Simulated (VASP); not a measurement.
# HfO2 (P1) in VASP: further runs

HfO2 is run at these levels: PBE; tasks: single point.

Program: VASP 6.6.1. These are calculated values, not measurements. Logs are shortened: lines on timing, memory, paths and dates and some standing lists are left out, and cuts for length are marked.

## Step 1: The cell of the first run

The typed cell holds 12 atoms: a = 5.359 Å, b = 5.359 Å, c = 5.359 Å, α = 90.00°, β = 90.00°, γ = 90.00°.

## Step 2: Single point, PBE

Contents of INCAR:

```
PREC = Accurate
ENCUT = 520
EDIFF = 1E-7
ISMEAR = -1
SIGMA = 0.3
LREAL = F
LASPH = T
NELM = 60
ALGO = Normal
ISIF = 2
LWAVE = F
LCHARG = F
GGA = PE
NBANDS = 56
```

Contents of KPOINTS:

```
Automatic mesh
0
Gamma
  2 2 2
```

Contents of POSCAR:

```
HfO2
1.0
    5.3589320000      0.0000000000      0.0000000000
    0.0000000000      5.3589320000      0.0000000000
    0.0000000000      0.0000000000      5.3589320000
Hf O
4 8
Direct
    0.0336634240      0.0595081259      0.0265351380
    0.4917584325      0.5151026361     -0.0280279727
    0.4713439170     -0.0573061946      0.4968900520
   -0.0205264780      0.5108853779      0.5298257190
    0.2667509123      0.2833400386      0.1437226671
    0.7802487511      0.6497936529      0.8142294024
    0.7227372917      0.6455204134      0.2601077976
    0.3382203767      0.2767902261      0.6370112552
    0.8617015480      0.1946283327      0.6783441178
    0.2555359911      0.8106839199      0.1936766505
    0.2679078593      0.7093950810      0.7082381340
    0.7718328951      0.1153401461      0.2831347739
```

Potentials or basis: VASP PAW PBE potentials, release 64 (Hf_pv, O).

On the command line:

```bash
> cat potpaw_PBE.64/Hf_pv/POTCAR potpaw_PBE.64/O/POTCAR > POTCAR
> mpirun -np 1 vasp_std > vasp.out
```

OUTCAR:

```text
PREC = Accurate
   ENCUT = 520
   EDIFF = 1E-7
   ISMEAR = -1
   LREAL = F
   LASPH = T
   NELM = 60
   ISIF = 2
   GGA = PE

 ion  position               nearest neighbor table
   1  0.034  0.060  0.027-   5 1.84  12 1.99  10 2.00   9 2.20   6 2.82  11 2.83   8 2.89   2 3.47
                             3 3.50   4 3.61   4 3.63   3 3.73   2 3.81   2 3.82
   2  0.492  0.515  0.972-   6 1.90   5 1.96   7 2.10  11 2.13  10 2.35   8 2.35   3 3.43   1 3.47
                             4 3.53   4 3.63   3 3.63   1 3.81   1 3.82
   3  0.471  0.943  0.497-  11 2.01   8 2.07  10 2.12  12 2.18   7 2.44   9 2.67   6 2.85   5 2.85
                             2 3.43   1 3.50   4 3.51   4 3.58   2 3.63   1 3.73
   4  0.979  0.511  0.530-   9 1.98   6 2.00  11 2.11   7 2.12   8 2.37  12 2.73  10 2.83   5 2.85
                             3 3.51   2 3.53   3 3.58   1 3.61   2 3.63   1 3.63
   5  0.267  0.283  0.144-   1 1.84   2 1.96   3 2.85   4 2.85
   6  0.780  0.650  0.814-   2 1.90   4 2.00   1 2.82   3 2.85
   7  0.723  0.646  0.260-   2 2.10   4 2.12   3 2.44
   8  0.338  0.277  0.637-   3 2.07   2 2.35   4 2.37   1 2.89
   9  0.862  0.195  0.678-   4 1.98   1 2.20   3 2.67
  10  0.256  0.811  0.194-   1 2.00   3 2.12   2 2.35   4 2.83
  11  0.268  0.709  0.708-   3 2.01   4 2.11   2 2.13   1 2.83
  12  0.772  0.115  0.283-   1 1.99   3 2.18   4 2.73

  LATTYP: Found a simple cubic cell.
 ALAT       =     5.3589320000

  Lattice vectors:

 A1 = (   5.3589320000,   0.0000000000,   0.0000000000)
 A2 = (   0.0000000000,   5.3589320000,   0.0000000000)
 A3 = (   0.0000000000,   0.0000000000,   5.3589320000)

Analysis of symmetry for initial positions (statically):
=====================================================================
 Subroutine PRICEL returns:
 Original cell was already a primitive cell.

 Routine SETGRP: Setting up the symmetry group for a
 simple cubic supercell.

 Subroutine GETGRP returns: Found  1 space group operations
 (whereof  1 operations were pure point group operations)
 out of a pool of 48 trial point group operations.

The static configuration has the point symmetry C_1 .

Analysis of symmetry for dynamics (positions and initial velocities):
=====================================================================
 Subroutine PRICEL returns:
 Original cell was already a primitive cell.

 Routine SETGRP: Setting up the symmetry group for a
[... 118 lines left out ...]
   TEBEG  =    0.0;   TEEND  =   0.0 temperature during run
   PSTRESS=    0.0 pullay stress
   NELECT =      88.0000    total number of electrons
   NUPDOWN=      -1.0000    fix difference up-down
   EMIN   =  10.00;   EMAX   =-10.00  energy-range for DOS
   EFERMI =   0.00;   METHOD = LEGACY
   ISMEAR =    -1;   SIGMA  =   0.30  broadening in eV -4-tet -1-fermi 0-gaus
   EFERMI_NEDOS =   21; number of points for ismear=-14 and -15
   IALGO  =     38    algorithm
   IMIX   =      4    mixing-type and parameters
     AMIX     =   0.40;   BMIX     =  1.00
     AMIX_MAG =   1.60;   BMIX_MAG =  1.00
  volume/ion in A,a.u.               =      12.82        86.55
  Fermi-wavevector in a.u.,A,eV,Ry     =   1.358806  2.567771 25.121170  1.846354
  Thomas-Fermi vector in A             =   2.485608
   LORBIT       =      0    0 simple, 1 ext, 2 COOP (PROOUT), +10 PAW based schemes
   GGA     = PE    functional components
   LHFCALC =     F    Hartree Fock is set to
   AEXX    =    0.0000 exact exchange contribution
   IVDW    =     0    specifies the selected vdW correction
   LEPSILON=     F    determine dielectric tensor
   LRPA    =     F    only Hartree local field effects (RPA)
 non-spin polarized calculation
  energy-cutoff  :      520.00
  volume of cell :      153.90
 maximum number of plane-waves:      4224
 NGX is ok and might be reduce to    40
   NGX = 19   NGY = 19   NGZ = 19

 number of electron      88.0000010 magnetization

 Free energy of the ion-electron system (eV)
  ---------------------------------------------------
  ext. energy  EPLUGINS =         0.00000000
  ---------------------------------------------------
  free energy    TOTEN  =      -115.46870886 eV

  energy without entropy =     -115.40887878  energy(sigma->0) =     -115.43879382

 E-fermi :   4.7123     XC(G=0): -10.8713

 val. band max:        3.2869935289   @ k =   0.5000   0.0000   0.0000
 cond. band min:       5.9123861002   @ k =   0.0000   0.0000   0.0000
 fundamental gap:      2.6253925712
 Fermi energy:         4.7122691203

 k-point     1 :       0.0000    0.0000    0.0000
  band No.  band energies     occupation
      1     -27.7863      2.00000
      2     -27.6313      2.00000
      3     -27.4982      2.00000
      4     -27.4561      2.00000
      5     -27.2528      2.00000
      6     -27.2149      2.00000
[... 461 lines left out ...]
     55       8.6822      0.00000
     56       8.9170      0.00000

------------------------ aborting loop because EDIFF is reached ----------------------------------------

  FORCE on cell =-STRESS in cart. coord.  units (eV):
  Direction    XX          YY          ZZ          XY          YZ          ZX
  --------------------------------------------------------------------------------------
  -------------------------------------------------------------------------------------
  Total       -3.4047879      1.9575166     -3.3032864      5.4539606     -2.8985708     -3.2681275
  in kB      -35.4458921     20.3789263    -34.3891997     56.7790132    -30.1758669    -34.0231748
  external PRESSURE =     -16.4853885 kB  Pullay stress =       0.0000000 kB

 VOLUME and BASIS-vectors are now :
 -----------------------------------------------------------------------------
  energy-cutoff  :      520.00
  volume of cell :      153.90
      direct lattice vectors                 reciprocal lattice vectors
     5.358932000  0.000000000  0.000000000     0.186604346  0.000000000  0.000000000
     0.000000000  5.358932000  0.000000000     0.000000000  0.186604346  0.000000000
     0.000000000  0.000000000  5.358932000     0.000000000  0.000000000  0.186604346

 POSITION                                       TOTAL-FORCE (eV/Angst)
 -----------------------------------------------------------------------------------
      0.18040      0.31890      0.14220        -3.876600     -1.817024     -1.870724
      2.63530      2.76040      5.20873        -1.268507      0.637901      0.945132
      2.52590      5.05183      2.66280         2.112623      2.409448     -2.229552
      5.24893      2.73780      2.83930        -0.409633     -2.060609     -0.936835
      1.42950      1.51840      0.77020         0.190578      1.337703      1.739162
      4.18130      3.48220      4.36340         1.646738      2.334596     -2.814946
      3.87310      3.45930      1.39390        -0.176540     -0.806490      2.380965
      1.81250      1.48330      3.41370         0.630549     -1.894760      0.383500
      4.61780      1.04300      3.63520         0.090430     -0.653818      3.471875
      1.36940      4.34440      1.03790         1.050446     -1.388139      1.287604
      1.43570      3.80160      3.79540        -0.108126      1.541326      0.531856
      4.13620      0.61810      1.51730         0.118043      0.359866     -2.888037
 -----------------------------------------------------------------------------------
    total drift:                                0.000143     -0.001675     -0.000302

  FREE ENERGIE OF THE ION-ELECTRON SYSTEM (eV)
  ---------------------------------------------------
  free  energy   TOTEN  =      -115.4687088637 eV

  energy  without entropy=     -115.4088787788  energy(sigma->0) =     -115.43879382
```

OSZICAR:

```text
N       E                     dE             d eps       ncg     rms          rms(c)
DAV:   1     0.559568588364E+03    0.55957E+03   -0.49457E+04   896   0.155E+03
DAV:   2    -0.103108847942E+03   -0.66268E+03   -0.64160E+03  1144   0.397E+02
DAV:   3    -0.139252390936E+03   -0.36144E+02   -0.35985E+02  1032   0.852E+01
DAV:   4    -0.139786777793E+03   -0.53439E+00   -0.53311E+00  1152   0.111E+01
DAV:   5    -0.139796043906E+03   -0.92661E-02   -0.92618E-02  1072   0.135E+00    0.107E+02
DAV:   6    -0.115979751481E+03    0.23816E+02   -0.12842E+02  1072   0.445E+01    0.842E+01
DAV:   7    -0.115588721642E+03    0.39103E+00   -0.91492E+00  1096   0.136E+01    0.501E+01
DAV:   8    -0.115527190338E+03    0.61531E-01   -0.10755E+00  1192   0.575E+00    0.110E+01
DAV:   9    -0.115468989279E+03    0.58201E-01   -0.21349E-01  1160   0.243E+00    0.332E+00
DAV:  10    -0.115468508368E+03    0.48091E-03   -0.25031E-02  1136   0.739E-01    0.864E-01
DAV:  11    -0.115468502965E+03    0.54033E-05   -0.47918E-03  1112   0.364E-01    0.234E-01
DAV:  12    -0.115468656711E+03   -0.15375E-03   -0.54504E-04  1152   0.120E-01    0.131E-01
DAV:  13    -0.115468693780E+03   -0.37069E-04   -0.98875E-05  1096   0.472E-02    0.322E-02
DAV:  14    -0.115468707124E+03   -0.13344E-04   -0.23965E-05  1064   0.259E-02    0.214E-02
DAV:  15    -0.115468708861E+03   -0.17377E-05   -0.41167E-06  1128   0.952E-03    0.219E-02
DAV:  16    -0.115468708824E+03    0.37505E-07   -0.10320E-06  1080   0.500E-03    0.726E-03
DAV:  17    -0.115468708864E+03   -0.39880E-07   -0.31457E-07   944   0.264E-03
   1 F= -.11546871E+03 E0= -.11543879E+03  d E =-.598301E-01
```

Run time: 73 s. Hardware: 1 thread of AMD EPYC 7R43 (Zen 3), shared host; peak memory 0.22 GiB.

Results:

```
Free energy            : -115.4687 eV
Pressure               : -1.6 GPa
Largest force          : 4.672 eV/Å
Band gap on the k mesh : 2.63 eV, indirect (least direct gap 2.64 eV)
```

Forces on the atoms (eV/Å):
```
Hf  -3.877 -1.817 -1.871
Hf  -1.269  0.638  0.945
Hf   2.113  2.409 -2.230
Hf  -0.410 -2.061 -0.937
O    0.191  1.338  1.739
O    1.647  2.335 -2.815
O   -0.177 -0.806  2.381
O    0.631 -1.895  0.384
O    0.090 -0.654  3.472
O    1.050 -1.388  1.288
O   -0.108  1.541  0.532
O    0.118  0.360 -2.888
```

Levels at points of the mesh, in eV from the valence-band top:
```
           k point  band 41  band 42  band 43  band 44  band 45  band 46  band 47  band 48
(0.00, 0.00, 0.00)    -0.94    -0.51    -0.23    -0.02     2.63     3.21     3.68     4.19
(0.50, 0.00, 0.00)    -1.00    -0.83    -0.30     0.00     3.08     3.30     3.68     3.78
(0.00, 0.50, 0.00)    -1.27    -0.92    -0.53    -0.15     3.07     3.61     3.73     3.96
(0.00, 0.00, 0.50)    -1.43    -0.77    -0.35    -0.12     3.26     3.50     3.74     4.04
(0.50, 0.50, 0.00)    -1.44    -0.99    -0.89    -0.36     3.27     3.45     3.78     3.84
(0.00, 0.50, 0.50)    -1.81    -1.35    -0.54    -0.30     2.98     3.47     3.74     4.18
(0.50, 0.00, 0.50)    -1.42    -1.05    -0.65    -0.14     3.06     3.38     3.72     4.11
(0.50, 0.50, 0.50)    -1.78    -1.58    -1.17    -0.48     3.24     3.55     3.65     4.03
```

Caveat: the k points lie up to 0.59 Å⁻¹ apart; spin-orbit coupling is left out, which moves the levels of the heavy elements; forces of over 1 eV/Å act on the atoms, so gaps and moduli don't describe the material at rest. Expect the measured gap to be larger: semilocal functionals such as PBE lack the derivative discontinuity.

[end of part 1 of 2]
